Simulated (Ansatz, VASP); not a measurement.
## Two plane-wave programs on TiB2

```
Ti B
1.0
     2.97785    0.00000    0.00000
    -1.48892    2.57889    0.00000
     0.00000    0.00000    3.17367
Ti B
1 2
Direct
  0.00000 0.00000 0.00000
  0.33333 0.66667 0.50000
  0.66667 0.33333 0.50000
```

Alike in both runs: task single point; functional PBE; k mesh 11 × 11 × 9; no spin polarisation.

```csv
,VASP,Ansatz
version,VASP 6.6.1,Ansatz 0.2.0
potentials or method,"VASP PAW PBE potentials, release 64 (Ti_sv, B), cutoff 520 eV","plane waves, PAW"
occupations,"methfessel-paxton of order 1, width 0.1 eV","cold, width 0.1 eV"
valence electrons in the cell,18,18
```

```csv
,VASP,Ansatz,Ansatz less VASP
pressure (GPa),15.0,14.7,-0.29
"traceless stress, the component that is largest in VASP (GPa)",-2.76,-2.76,-0.007
```

Ansatz's warnings: structure snapped to symmetry.
